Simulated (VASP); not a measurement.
# Co (P-3m1) in VASP: a series of runs, part 2 of 2

VASP 6.6.1.

## Step 3: Single point, PBE, collinear spin, ferromagnetic start (13.06 Å³/atom)

INCAR reads:

```
  PREC = Accurate
  ENCUT = 520
  EDIFF = 1E-6
  ISMEAR = -1
  SIGMA = 0.08
  LREAL = F
  LASPH = T
  NELM = 150
  ALGO = Normal
  ISIF = 2
  LWAVE = F
  LCHARG = F
  ISPIN = 2
  MAGMOM = 2 2
  LORBIT = 11
  LMAXMIX = 4
  GGA = PE
  NBANDS = 20
```

KPOINTS reads:

```
regular mesh
0
Gamma
  15 15 8
```

POSCAR reads:

```
Co
1.0
    2.6432195978      0.0000000000      0.0000000000
   -1.3216097989      2.2890953195      0.0000000000
    0.0000000000      0.0000000000      4.3178894099
Co
2
Direct
    0.6666666667      0.3333333333      0.2598610000
    0.3333333333      0.6666666667      0.7401390000
```

Potentials or basis: VASP PAW PBE potentials, release 64 (Co).

On the command line:

```
$ cat potpaw_PBE.64/Co/POTCAR > POTCAR
$ mpirun -np 1 vasp_std > vasp.out
```

OUTCAR:

```text
PREC = Accurate
   ENCUT = 520
   EDIFF = 1E-6
   ISMEAR = -1
   LREAL = F
   LASPH = T
   NELM = 150
   ISIF = 2
   ISPIN = 2
   LORBIT = 11
   GGA = PE

 ion  position               nearest neighbor table
   1  0.667  0.333  0.260-   2 2.57   2 2.57   2 2.57   2 2.71   2 2.71   2 2.71
   2  0.333  0.667  0.740-   1 2.57   1 2.57   1 2.57   1 2.71   1 2.71   1 2.71

  LATTYP: Found a hexagonal cell.
 ALAT       =     2.6432195978
 C/A-ratio  =     1.6335719565

  Lattice vectors:

 A1 = (   2.6432195978,   0.0000000000,   0.0000000000)
 A2 = (  -1.3216097989,   2.2890953195,   0.0000000000)
 A3 = (   0.0000000000,   0.0000000000,   4.3178894099)

Analysis of symmetry for initial positions (statically):
=====================================================================
 Subroutine PRICEL returns:
 Original cell was already a primitive cell.

 Routine SETGRP: Setting up the symmetry group for a
 hexagonal supercell.

[... 747 lines left out ...]
      2       4.4623      1.00000
      3       7.1125      0.99995
      4       7.2103      0.99984
      5       7.2103      0.99984
      6       7.4336      0.99735
[... 541 lines left out ...]
     19      24.8181      0.00000
     20      33.5752      0.00000

 [... further k-points ...]

------------------------ aborting loop because EDIFF is reached ----------------------------------------

  FORCE on cell =-STRESS in cart. coord.  units (eV):
  Direction    XX          YY          ZZ          XY          YZ          ZX
  --------------------------------------------------------------------------------------
  -------------------------------------------------------------------------------------
  Total       -4.0508667     -4.0508667     -4.0810463      0.0000000      0.0000000      0.0000000
  in kB     -248.4219099   -248.4219099   -250.2726919      0.0000000      0.0000000      0.0000000
  external PRESSURE =    -249.0388372 kB  Pullay stress =       0.0000000 kB

 VOLUME and BASIS-vectors are now :
 -----------------------------------------------------------------------------
  energy-cutoff  :      520.00
  volume of cell :       26.13
      direct lattice vectors                 reciprocal lattice vectors
     2.643219598  0.000000000  0.000000000     0.378326493  0.218426902  0.000000000
    -1.321609799  2.289095319  0.000000000     0.000000000  0.436853805  0.000000000
     0.000000000  0.000000000  4.317889410     0.000000000  0.000000000  0.231594630

 POSITION                                       TOTAL-FORCE (eV/Angst)
 -----------------------------------------------------------------------------------
      1.32161      0.76303      1.12205        -0.000000      0.000000     -0.067512
     -0.00000      1.52606      3.19584         0.000000     -0.000000      0.067512
 -----------------------------------------------------------------------------------
    total drift:                               -0.000000      0.000000      0.000000

  FREE ENERGIE OF THE ION-ELECTRON SYSTEM (eV)
  ---------------------------------------------------
  free  energy   TOTEN  =       -13.6649451081 eV

  energy  without entropy=      -13.6192362353  energy(sigma->0) =      -13.64209067

 total charge

# of ion       s       p       d       tot
------------------------------------------
    1        0.422   0.382   7.172   7.976
    2        0.422   0.382   7.172   7.976
--------------------------------------------------
tot          0.843   0.765  14.344  15.952

 magnetization (x)

# of ion       s       p       d       tot
------------------------------------------
    1       -0.013  -0.050   1.831   1.769
    2       -0.013  -0.050   1.831   1.769
--------------------------------------------------
tot         -0.026  -0.100   3.663   3.538
```

stdout:

```text
POSCAR found type information on POSCAR Co
 POSCAR found :  1 types and       2 ions
 scaLAPACK will be used
 LDA part: xc-table for (Slater+PW92), standard interpolation
 POSCAR, INCAR and KPOINTS ok, starting setup
 FFT: planning ... GRIDC
 FFT: planning ... GRID_SOFT
 FFT: planning ... GRID
 WAVECAR not read
 entering main loop
```

Run time: 1.7 min. Hardware: 1 thread of Intel Xeon Platinum 8488C (Sapphire Rapids), shared host; peak memory 0.25 GiB.

What came out:

```
Free energy                                           : -13.6649 eV
Pressure                                              : -24.9 GPa
Largest force                                         : 0.068 eV/Å
Net moment                                            : 3.43 μB per cell
Site moments                                          : Co +1.77 μB
Valence electrons inside the program's atomic spheres : Co 7.98
```

Forces in eV/Å, atoms in the order of the input:
```
Co   0.000  0.000 -0.068
Co   0.000  0.000  0.068
```

Levels at points of the mesh, in eV from the Fermi level:
Spin up:
```
           k point  band 7  band 8  band 9  band 10  band 11  band 12  band 13  band 14  band 15  band 16
(0.00, 0.00, 0.00)   -2.22   -1.94   -1.94    -1.13    -1.13    -0.05     4.66    20.47    21.48    21.48
(0.00, 0.00, 0.50)   -2.46   -2.46   -1.47    -1.47    -1.29    -1.29    12.25    13.25    21.00    21.20
```
Spin down:
```
           k point  band 3  band 4  band 5  band 6  band 7  band 8  band 9  band 10  band 11  band 12
(0.00, 0.00, 0.00)   -0.80   -0.70   -0.70   -0.47   -0.47   -0.14   -0.01    -0.01     0.86     0.86
(0.00, 0.00, 0.50)   -1.37   -1.01   -0.76   -0.76   -0.72   -0.72    0.56     0.56     0.64     0.64
```

Caveat: the cell stands under tension.
